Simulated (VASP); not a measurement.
Wanted: the native input for a VASP 6.6.1 run.

```yaml
Task: single point
Functional: PBE
Potentials_or_basis: VASP PAW PBE potentials, release 64 (C)
Cutoff: 520 eV
k_mesh: 12 × 12 × 4
Occupations: gaussian, width 0.05 eV
Spin: no spin polarisation
Dipole_correction: no
Further_INCAR_settings: ALGO = Normal; EDIFF = 1e-06; NBANDS = 26
```

The structure of C lies in POSCAR:

```
C
1.0
    2.4551126132      0.0000000000      0.0000000000
   -1.2275563066      2.1261898921      0.0000000000
    0.0000000000      0.0000000000      8.0970746369
C
8
Direct
   -0.0082542016     -0.0165084032      0.0929732494
   -0.0082542016     -0.0165084032      0.5929732494
   -0.0082542016     -0.0165084032      0.4070267506
   -0.0082542016     -0.0165084032      0.9070267506
    0.3415875349      0.6831750699      0.1555299995
    0.6749208683      0.3498417365      0.6555299995
    0.3415875349      0.6831750699      0.3444700005
    0.6749208683      0.3498417365      0.8444700005
```

The input as run:

INCAR

```
PREC = Accurate ; ENCUT = 520
EDIFF = 1E-6 ; ISMEAR = 0
SIGMA = 0.05 ; LREAL = False
LASPH = True ; NELM = 100
ALGO = Normal ; ISIF = 2
LWAVE = False ; LCHARG = False
GGA = PE ; NBANDS = 26
```

KPOINTS

```
regular mesh
0
Gamma
  12 12 4
```

Potentials or basis: VASP PAW PBE potentials, release 64 (C).

Command:

```sh
$ cat potpaw_PBE.64/C/POTCAR > POTCAR
$ mpirun -np 1 vasp_std > vasp.out
```

Results of the run:

```json
{"Pressure": "41.2 GPa", "Largest force": "2.906 eV/Å", "Band gap on the k mesh": "4.08 eV, indirect (least direct gap 4.61 eV)"}
```

Caveat: forces of over 1 eV/Å act on the atoms, so gaps and moduli don't describe the material at rest.

Run time: 69 s on 1 thread of AMD EPYC 9R45 96-Core Processor (Zen 5), with other jobs on the host, peak memory 0.18 GiB.
